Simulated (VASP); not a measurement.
Crystal: Sb.

```
CELL_PARAMETERS angstrom
0.00000 4.14010 4.14010
4.14010 0.00000 4.14010
4.14010 4.14010 0.00000
ATOMIC_POSITIONS crystal
Sb 0.38213 0.38213 0.38213
Sb 0.38213 0.38213 0.85362
Sb 0.38213 0.85362 0.38213
Sb 0.85362 0.38213 0.38213
```

The cell was generated, and may not be a known phase.

| Property | Result |
| --- | --- |
| Program | VASP 6.6.1 |
| Task | relaxation of cell and atoms |
| Functional | PBE |
| Potentials or basis | VASP PAW PBE potentials, release 64 (Sb) |
| Cutoff | 600 eV |
| k mesh | 4 × 4 × 4 |
| Occupations | gaussian, width 0.1 eV |
| Spin | no spin polarisation |

At the start: pressure 13.0 GPa; volume 35.48 Å³/atom.

How do energy, volume and symmetry change on relaxing?

Over 12 steps the energy falls by 449.4 meV/atom and the volume is 57.01 Å³/atom (+60.7 %); space group F-43m (No. 216, to 0.1 Å) before and after.

The path:
```csv
step,energy change (eV),largest force (eV/Å),pressure (GPa),volume (Å³)
1,0.0000,0.2061,12.96,141.93
2,-0.7632,2.2029,-3.60,209.39
3,-1.1891,1.7316,0.16,178.26
4,-1.5847,0.7828,0.39,187.62
5,-1.7154,0.2609,1.47,196.85
6,-1.7680,0.4561,-0.55,215.69
7,-1.7716,0.3107,-0.18,211.55
8,-1.7884,0.1540,-0.06,217.16
9,-1.7962,0.0314,0.13,223.67
10,-1.7964,0.0693,0.17,224.99
11,-1.7965,0.0940,-0.18,231.04
12,-1.7975,0.0134,-0.01,228.03
```

Final structure:
```xyz
4
Lattice="0.0000 4.8490 4.8490 4.8490 0.0000 4.8490 4.8490 4.8490 0.0000" Properties=species:S:1:pos:R:3 pbc="T T T"
Sb    3.8357    3.8357    3.8357
Sb    5.8624    5.8624    3.8357
Sb    5.8624    3.8357    5.8624
Sb    3.8357    5.8624    5.8624
```

Caveat: the volume moved by over 15 % at a fixed basis, so the end points are rough.
